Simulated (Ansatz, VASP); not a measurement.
**Ge in VASP and in Ansatz**

```
Ge
1.0
     0.08486    2.87120    2.87120
     2.87120    0.08486    2.87120
     2.87120    2.87120    0.08486
Ge
2
Direct
  0.50000 0.50000 0.50000
  0.75000 0.75000 0.75000
```

Change from the starting cell: equal xy, yz and zx shear strains of +3 %, crystal datasets.

Alike in both runs: task electric field gradients; functional PBE; k mesh 10 × 10 × 10; occupations fermi-dirac, width 0.05 eV; no spin polarisation.

```csv
,VASP,Ansatz
version,VASP 6.6.1,Ansatz 0.2.0
potentials or method,"VASP PAW PBE potentials, release 64 (Ge_d), cutoff 520 eV","all-electron PAW with datasets made for the crystal, scalar-relativistic"
```

|  | VASP | Ansatz | Ansatz less VASP |
| --- | --- | --- | --- |
| pressure (GPa) | 3.9 | 4.0 | +0.05 |
| traceless stress, the component that is largest in VASP (GPa) | -2.42 | -2.42 | -0.003 |
| rms of the force components (eV/Å) | 0.237 | 0.238 | +0.0010 |
| size of Vzz on the site where it differs most (V/Å²) | 28.6 | 28.3 | -0.22 |

Atom by atom the forces differ by 0.001 eV/Å (rms over components). Ansatz ran all-electron here, and VASP with PAW potentials.
